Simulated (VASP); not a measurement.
Write the native input for VASP 6.6.1 that does the following.

| Item | Value |
| --- | --- |
| Task | single point |
| Functional | PBE |
| Potentials or basis | VASP PAW PBE potentials, release 64 (Cd, Hg, Se) |
| Cutoff | 520 eV |
| k mesh | 4 × 4 × 4 |
| Occupations | gaussian, width 0.1 eV |
| Spin | no spin polarisation |
| Dipole correction | no |
| Further INCAR settings | ALGO = Normal; EDIFF = 1e-07; NBANDS = 46 |

The structure of CdHg3Se4 lies in POSCAR:

```
CdHg3Se4
1.0
   -3.1292956651      3.1292956651      6.2606015770
    3.1292956651     -3.1292956651      6.2606015770
    3.1292956651      3.1292956651     -6.2606015770
Cd Hg Se
1 3 4
Direct
    0.5000000000      0.5000000000      0.0000000000
    0.0000000000      0.0000000000      0.0000000000
    0.7500000000      0.2500000000      0.5000000000
    0.2500000000      0.7500000000      0.5000000000
    0.3758670958      0.3758670958      0.5033276428
    0.1274605470      0.6241329042      0.0000000000
    0.8725394530      0.8725394530      0.4966723572
    0.6241329042      0.1274605470      0.0000000000
```

One way to write it, as run:

INCAR

```
  PREC = Accurate
  ENCUT = 520
  EDIFF = 1E-7
  ISMEAR = 0
  SIGMA = 0.1
  LREAL = False
  LASPH = True
  NELM = 60
  ALGO = Normal
  ISIF = 2
  LWAVE = False
  LCHARG = False
  GGA = PE
  NBANDS = 46
```

KPOINTS

```
regular mesh
0
Gamma
  4 4 4
```

Potentials or basis: VASP PAW PBE potentials, release 64 (Cd, Hg, Se).

The run is started by

```sh
$ cat potpaw_PBE.64/Cd/POTCAR potpaw_PBE.64/Hg/POTCAR potpaw_PBE.64/Se/POTCAR > POTCAR
$ mpirun -np 1 vasp_std > vasp.out
```

It gave:

- Pressure: -0.1 GPa
- Largest force: 0.010 eV/Å
- Band gap on the k mesh: zero (filled and empty bands touch)

Caveat: semilocal functionals underestimate gaps, and a narrow one can read as zero; spin-orbit coupling is left out, which moves the levels of the heavy elements.

It took 2 min on 1 thread of Intel(R) Xeon(R) 6975P-C (Granite Rapids), with other jobs on the host, peak memory 0.56 GiB.
